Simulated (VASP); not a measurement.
Wanted: the native input for a VASP 6.6.1 run.

| Quantity | Value |
| --- | --- |
| Task | single point |
| Functional | PBE |
| Potentials or basis | VASP PAW PBE potentials, release 64 (Cd, Se) |
| Cutoff | 520 eV |
| k mesh | 6 × 6 × 6 |
| Occupations | gaussian, width 0.01 eV |
| Spin | no spin polarisation |
| Dipole correction | no |
| Further INCAR settings | ALGO = Normal; EDIFF = 1e-06; NBANDS = 16 |

The structure of CdSe lies in POSCAR:

```
CdSe
1.0
    0.0000000000      3.0986163912      3.0986163912
    3.0986163912      0.0000000000      3.0986163912
    3.0986163912      3.0986163912      0.0000000000
Cd Se
1 1
Direct
    0.0000000000      0.0000000000      0.0000000000
    0.7500000000      0.7500000000      0.7500000000
```

One way to write it, as run:

INCAR

```
SYSTEM = CdSe
PREC     = Accurate       ! precision mode
ENCUT    = 520            ! plane-wave cutoff, eV
EDIFF    = 1E-6           ! SCF threshold, eV
ISMEAR   = 0              ! smearing method
SIGMA    = 0.01           ! smearing width, eV
LREAL    = .False.        ! projectors in reciprocal space
LASPH    = .True.         ! aspherical terms in the spheres
NELM     = 80             ! most SCF steps
ALGO     = Normal         ! electronic algorithm
ISIF     = 2              ! what is computed and relaxed
LWAVE    = .False.        ! write WAVECAR
LCHARG   = .False.        ! write CHGCAR
GGA      = PE             ! functional
NBANDS   = 16             ! bands
```

KPOINTS

```
regular mesh
0
Gamma
  6 6 6
  0 0 0
```

Potentials or basis: VASP PAW PBE potentials, release 64 (Cd, Se).

Launch:

```bash
$ cat potpaw_PBE.64/Cd/POTCAR potpaw_PBE.64/Se/POTCAR > POTCAR
$ mpirun -np 1 vasp_std > vasp.out
```

Results of the run:

The pressure is 0.2 GPa and the band gap on the k mesh is 0.49 eV, direct.

Run time: 27 s on 1 thread of AMD EPYC 7R13 Processor (Zen 3) (shared host), peak memory 0.18 GiB.
